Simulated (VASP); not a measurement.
# SrTiO3 (nc) (Pm-3m) in VASP: further runs

Runs on SrTiO3 (nc). Level: PBE. Tasks: single point, relaxation of cell and atoms.

Everything below comes from runs of VASP 6.6.1. Logs are shortened: lines on timing, memory, paths and dates and some standing lists are left out, and cuts for length are marked.

### Step 1. The cell of the first run

The structure is cubic, space group Pm-3m (No. 221). Conventional cell: a = 3.905 Å, b = 3.905 Å, c = 3.905 Å, α = 90.00°, β = 90.00°, γ = 90.00°. Sr (site symmetry m-3m) has 12 O at 2.76 Å and 8 Ti at 3.38 Å within 3.6 Å. Within 2.6 Å of Ti (site symmetry m-3m) lie 6 O at 1.95 Å. O (site symmetry 4/mmm) has 2 Ti at 1.95 Å within 2.6 Å.

### Step 2. Single point, PBE

The input, INCAR:

```
SYSTEM = SrTiO3
PREC     = Accurate       ! precision mode
ENCUT    = 520            ! plane-wave cutoff, eV
EDIFF    = 1E-7           ! SCF threshold, eV
ISMEAR   = 0              ! smearing method
SIGMA    = 0.1            ! smearing width, eV
LREAL    = .FALSE.        ! projectors in reciprocal space
LASPH    = .TRUE.         ! aspherical terms in the spheres
NELM     = 80             ! most SCF steps
ALGO     = Normal         ! electronic algorithm
ISIF     = 2              ! what is computed and relaxed
LWAVE    = .FALSE.        ! write WAVECAR
LCHARG   = .TRUE.         ! write CHGCAR
GGA      = PE             ! functional
LELF     = .TRUE.         ! ELF
LVHAR    = .TRUE.       
NBANDS   = 28             ! bands
```

The input, KPOINTS:

```
regular mesh
0
G
  6 6 6
  0 0 0
```

The input, POSCAR:

```
SrTiO3
1.0
    3.9052800000      0.0000000000      0.0000000000
    0.0000000000      3.9052800000      0.0000000000
    0.0000000000      0.0000000000      3.9052800000
Sr Ti O
1 1 3
Direct
    0.5000000000      0.5000000000      0.5000000000
    0.0000000000      0.0000000000      0.0000000000
    0.5000000000      0.0000000000      0.0000000000
    0.0000000000      0.5000000000      0.0000000000
    0.0000000000      0.0000000000      0.5000000000
```

Potentials or basis: VASP PAW PBE potentials, release 64 (Sr_sv, Ti_sv, O).

Command:

```console
$ cat potpaw_PBE.64/Sr_sv/POTCAR potpaw_PBE.64/Ti_sv/POTCAR potpaw_PBE.64/O/POTCAR > POTCAR
$ mpirun -np 1 vasp_std > vasp.out
```

OUTCAR:

```text
SYSTEM = SrTiO3
   PREC = Accurate
   ENCUT = 520
   EDIFF = 1E-7
   ISMEAR = 0
   LREAL = .FALSE.
   LASPH = .TRUE.
   NELM = 80
   ISIF = 2
   GGA = PE

 ion  position               nearest neighbor table
   1  0.500  0.500  0.500-   3 2.76   4 2.76   5 2.76   3 2.76   4 2.76   3 2.76   5 2.76   3 2.76
                             4 2.76   5 2.76   4 2.76   5 2.76   2 3.38   2 3.38   2 3.38   2 3.38
   2  0.000  0.000  0.000-   3 1.95   4 1.95   5 1.95   5 1.95   4 1.95   3 1.95   1 3.38   1 3.38
                             1 3.38   1 3.38   1 3.38   1 3.38   1 3.38   1 3.38
   3  0.500  0.000  0.000-   2 1.95   2 1.95   1 2.76   1 2.76   1 2.76   1 2.76
   4  0.000  0.500  0.000-   2 1.95   2 1.95   1 2.76   1 2.76   1 2.76   1 2.76
   5  0.000  0.000  0.500-   2 1.95   2 1.95   1 2.76   1 2.76   1 2.76   1 2.76

  LATTYP: Found a simple cubic cell.
 ALAT       =     3.9052800000

  Lattice vectors:

 A1 = (   3.9052800000,   0.0000000000,   0.0000000000)
 A2 = (   0.0000000000,   3.9052800000,   0.0000000000)
 A3 = (   0.0000000000,   0.0000000000,   3.9052800000)

Analysis of symmetry for initial positions (statically):
=====================================================================
 Subroutine PRICEL returns:
 Original cell was already a primitive cell.

 Routine SETGRP: Setting up the symmetry group for a
 simple cubic supercell.

 Subroutine GETGRP returns: Found 48 space group operations
 (whereof 48 operations were pure point group operations)
 out of a pool of 48 trial point group operations.

The static configuration has the point symmetry O_h .

Analysis of symmetry for dynamics (positions and initial velocities):
=====================================================================
 Subroutine PRICEL returns:
 Original cell was already a primitive cell.

 Routine SETGRP: Setting up the symmetry group for a
 simple cubic supercell.

 Subroutine GETGRP returns: Found 48 space group operations
 (whereof 48 operations were pure point group operations)
 out of a pool of 48 trial point group operations.

The dynamic configuration has the point symmetry O_h .

 Subroutine INISYM returns: Found 48 space group operations
 (whereof 48 operations are pure point group operations),
 and found     1 'primitive' translations

----------------------------------------------------------------------------------------

                                     Primitive cell

  volume of cell :      59.5603

  direct lattice vectors                    reciprocal lattice vectors
     3.905280000  0.000000000  0.000000000     0.256063586  0.000000000  0.000000000
     0.000000000  3.905280000  0.000000000     0.000000000  0.256063586  0.000000000
     0.000000000  0.000000000  3.905280000     0.000000000  0.000000000  0.256063586

  length of vectors
     3.905280000  3.905280000  3.905280000     0.256063586  0.256063586  0.256063586

  position of ions in fractional coordinates (direct lattice)
     0.500000000  0.500000000  0.500000000
     0.000000000  0.000000000  0.000000000
     0.500000000  0.000000000  0.000000000
     0.000000000  0.500000000  0.000000000
     0.000000000  0.000000000  0.500000000

  ion indices of the primitive-cell ions
   primitive index   ion index
                 1           1
                 2           2
                 3           3
                 4           4
                 5           5

----------------------------------------------------------------------------------------

 KPOINTS: regular mesh

Automatic generation of k-mesh.
 Grid dimensions read from file:
 generate k-points for:    6    6    6

 Generating k-lattice:

  Cartesian coordinates                     Fractional coordinates (reciprocal lattice)
     0.042677264  0.000000000  0.000000000     0.166666667  0.000000000  0.000000000
     0.000000000  0.042677264  0.000000000     0.000000000  0.166666667  0.000000000
     0.000000000  0.000000000  0.042677264     0.000000000  0.000000000  0.166666667

  Length of vectors
     0.042677264  0.042677264  0.042677264

  Shift w.r.t. Gamma in fractional coordinates (k-lattice)
     0.000000000  0.000000000  0.000000000

 Subroutine IBZKPT returns following result:
 ===========================================

 Found     20 irreducible k-points:

 Following reciprocal coordinates:
            Coordinates               Weight
  0.000000  0.000000  0.000000      1.000000
  0.166667  0.000000  0.000000      6.000000
  0.333333  0.000000  0.000000      6.000000
  0.500000  0.000000  0.000000      3.000000
  0.166667  0.166667  0.000000     12.000000
  0.333333  0.166667  0.000000     24.000000
[... 12 lines left out ...]
  0.500000  0.500000  0.333333      6.000000
  0.500000  0.500000  0.500000      1.000000
   k-points           NKPTS =     20   k-points in BZ     NKDIM =     20   number of bands    NBANDS=     28
   number of dos      NEDOS =    301   number of ions     NIONS =      5
   total plane-waves  NPLWV =  27000
   dimension x,y,z NGX =    30 NGY =   30 NGZ =   30
   dimension x,y,z NGXF=    60 NGYF=   60 NGZF=   60
   ions per type =               1   1   3
   NGX,Y,Z   is equivalent  to a cutoff of  12.77, 12.77, 12.77 a.u.
   NGXF,Y,Z  is equivalent  to a cutoff of  25.54, 25.54, 25.54 a.u.
 SYSTEM =  SrTiO3
   PREC   = accura    normal or accurate (medium, high low for compatibility)
   ISTART =      0    job   : 0-new  1-cont  2-samecut
   ICHARG =      2    charge: 1-file 2-atom 10-const
   ISPIN  =      1    spin polarized calculation?
   LNONCOLLINEAR =      F non collinear calculations
   LSORBIT =      F    spin-orbit coupling
   LASPH  =      T    aspherical Exc in radial PAW
   ENCUT  =  520.0 eV  38.22 Ry    6.18 a.u.   7.26  7.26  7.26*2*pi/ulx,y,z
   NELM   =     80;   NELMIN=  2; NELMDL= -5     # of ELM steps
   EDIFF  = 0.1E-06   stopping-criterion for ELM
   LREAL  =      F    real-space projection
   EDIFFG = 0.1E-05   stopping-criterion for IOM
   NSW    =      0    number of steps for IOM
   IBRION =     -1    ionic relax: 0-MD 1-quasi-New 2-CG
   NFREE  =      0    steps in history (QN), initial steepest desc. (CG)
   ISIF   =      2    stress and relaxation
   ISYM   =      2    0-nonsym 1-usesym 2-fastsym
   POTIM  = 0.5000    time-step for ionic-motion
   TEBEG  =    0.0;   TEEND  =   0.0 temperature during run
   PSTRESS=    0.0 pullay stress
   NELECT =      40.0000    total number of electrons
   NUPDOWN=      -1.0000    fix difference up-down
   EMIN   =  10.00;   EMAX   =-10.00  energy-range for DOS
   EFERMI =   0.00;   METHOD = LEGACY
   ISMEAR =     0;   SIGMA  =   0.10  broadening in eV -4-tet -1-fermi 0-gaus
   EFERMI_NEDOS =   21; number of points for ismear=-14 and -15
   IALGO  =     38    algorithm
   IMIX   =      4    mixing-type and parameters
     AMIX     =   0.40;   BMIX     =  1.00
     AMIX_MAG =   1.60;   BMIX_MAG =  1.00
  volume/ion in A,a.u.               =      11.91        80.39
  Fermi-wavevector in a.u.,A,eV,Ry     =   1.433648  2.709203 27.964703  2.055348
  Thomas-Fermi vector in A             =   2.553143
   LORBIT       =      0    0 simple, 1 ext, 2 COOP (PROOUT), +10 PAW based schemes
   GGA     = PE    functional components
   LHFCALC =     F    Hartree Fock is set to
   AEXX    =    0.0000 exact exchange contribution
   IVDW    =     0    specifies the selected vdW correction
   LEPSILON=     F    determine dielectric tensor
   LRPA    =     F    only Hartree local field effects (RPA)
 non-spin polarized calculation
 Gauss-broadening in eV      SIGMA  =   0.10
  energy-cutoff  :      520.00
  volume of cell :       59.56
 maximum number of plane-waves:      1628
 NGX is ok and might be reduce to    30
   NGX = 15   NGY = 15   NGZ = 15

 number of electron      40.0000005 magnetization

 Free energy of the ion-electron system (eV)
  ---------------------------------------------------
  ext. energy  EPLUGINS =         0.00000000
  ---------------------------------------------------
  free energy    TOTEN  =       -40.07640376 eV

  energy without entropy =      -40.07640376  energy(sigma->0) =      -40.07640376

 E-fermi :   4.6998     XC(G=0): -11.2698

 val. band max:        4.1639003018   @ k =   0.5000   0.5000   0.5000
 cond. band min:       6.0186201492   @ k =   0.0000   0.0000   0.0000
 fundamental gap:      1.8547198474
 Fermi energy:         4.6998407294

 k-point     1 :       0.0000    0.0000    0.0000
  band No.  band energies     occupation
      1     -52.3027      2.00000
      2     -28.6271      2.00000
      3     -28.5487      2.00000
      4     -28.5487      2.00000
      5     -28.5487      2.00000
      6     -13.2638      2.00000
[... 20 lines left out ...]
     27       9.5659      0.00000
     28      10.3736      0.00000

 k-point     2 :       0.1667    0.0000    0.0000
  band No.  band energies     occupation
      1     -52.3023      2.00000
      2     -28.6570      2.00000
      3     -28.5480      2.00000
      4     -28.5480      2.00000
      5     -28.5308      2.00000
      6     -13.2826      2.00000
[... 20 lines left out ...]
     27      10.0366      0.00000
     28      11.0227      0.00000

 k-point     3 :       0.3333    0.0000    0.0000
  band No.  band energies     occupation
      1     -52.3015      2.00000
      2     -28.7039      2.00000
      3     -28.5466      2.00000
      4     -28.5466      2.00000
      5     -28.5073      2.00000
      6     -13.4068      2.00000
[... 20 lines left out ...]
     27      11.0165      0.00000
     28      12.2721      0.00000

 k-point     4 :       0.5000    0.0000    0.0000
  band No.  band energies     occupation
      1     -52.3012      2.00000
      2     -28.7248      2.00000
      3     -28.5459      2.00000
      4     -28.5459      2.00000
      5     -28.4979      2.00000
      6     -13.4886      2.00000
[... 20 lines left out ...]
     27      11.5861      0.00000
     28      12.1817      0.00000

 k-point     5 :       0.1667    0.1667    0.0000
  band No.  band energies     occupation
      1     -52.3019      2.00000
      2     -28.6647      2.00000
      3     -28.5661      2.00000
      4     -28.5473      2.00000
      5     -28.5166      2.00000
      6     -13.2488      2.00000
[... 20 lines left out ...]
     27      10.4590      0.00000
     28      11.4202      0.00000

 k-point     6 :       0.3333    0.1667    0.0000
  band No.  band energies     occupation
      1     -52.3012      2.00000
      2     -28.6913      2.00000
      3     -28.5691      2.00000
      4     -28.5459      2.00000
      5     -28.5100      2.00000
      6     -13.2831      2.00000
[... 339 lines left out ...]
      5     -28.5456      2.00000
      6     -12.6178      2.00000
[... 20 lines left out ...]
     27      12.0679      0.00000
     28      12.0679      0.00000

 k-point    18 :       0.5000    0.3333    0.3333
  band No.  band energies     occupation
      1     -52.2989      2.00000
      2     -28.6305      2.00000
      3     -28.5976      2.00000
      4     -28.5971      2.00000
      5     -28.5608      2.00000
      6     -12.4553      2.00000
[... 20 lines left out ...]
     27      12.0035      0.00000
     28      12.2776      0.00000

 k-point    19 :       0.5000    0.5000    0.3333
  band No.  band energies     occupation
      1     -52.2985      2.00000
      2     -28.6150      2.00000
      3     -28.6150      2.00000
      4     -28.5965      2.00000
      5     -28.5708      2.00000
      6     -12.1093      2.00000
[... 20 lines left out ...]
     27      12.0017      0.00000
     28      12.5379      0.00000

 k-point    20 :       0.5000    0.5000    0.5000
  band No.  band energies     occupation
      1     -52.2981      2.00000
      2     -28.6141      2.00000
      3     -28.6141      2.00000
      4     -28.6141      2.00000
      5     -28.5662      2.00000
      6     -11.9233      2.00000
[... 20 lines left out ...]
     27      12.5383      0.00000
     28      12.5383      0.00000

------------------------ aborting loop because EDIFF is reached ----------------------------------------

  FORCE on cell =-STRESS in cart. coord.  units (eV):
  Direction    XX          YY          ZZ          XY          YZ          ZX
  --------------------------------------------------------------------------------------
  -------------------------------------------------------------------------------------
  Total        1.8335688      1.8335688      1.8335688      0.0000000     -0.0000000      0.0000000
  in kB       49.3232029     49.3232029     49.3232029      0.0000000     -0.0000000      0.0000000
  external PRESSURE =      49.3232029 kB  Pullay stress =       0.0000000 kB

 VOLUME and BASIS-vectors are now :
 -----------------------------------------------------------------------------
  energy-cutoff  :      520.00
  volume of cell :       59.56
      direct lattice vectors                 reciprocal lattice vectors
     3.905280000  0.000000000  0.000000000     0.256063586  0.000000000  0.000000000
     0.000000000  3.905280000  0.000000000     0.000000000  0.256063586  0.000000000
     0.000000000  0.000000000  3.905280000     0.000000000  0.000000000  0.256063586

 POSITION                                       TOTAL-FORCE (eV/Angst)
 -----------------------------------------------------------------------------------
      1.95264      1.95264      1.95264         0.000000      0.000000      0.000000
      0.00000      0.00000      0.00000         0.000000      0.000000      0.000000
      1.95264      0.00000      0.00000         0.000000      0.000000      0.000000
      0.00000      1.95264      0.00000         0.000000      0.000000      0.000000
      0.00000      0.00000      1.95264         0.000000      0.000000      0.000000
 -----------------------------------------------------------------------------------
    total drift:                               -0.000000     -0.000000      0.000000

  FREE ENERGIE OF THE ION-ELECTRON SYSTEM (eV)
  ---------------------------------------------------
  free  energy   TOTEN  =       -40.0764037556 eV

  energy  without entropy=      -40.0764037556  energy(sigma->0) =      -40.07640376
```

Wall time 39 s (1 thread of AMD EPYC 7R43 (Zen 3), shared host); peak memory 0.15 GiB.

What came out:

- Free energy: -40.0764 eV
- Pressure: 4.9 GPa
- Band gap on the k mesh: 1.85 eV, indirect (least direct gap 2.21 eV)

A k mesh can miss the band edges.

[end of part 1 of 2]
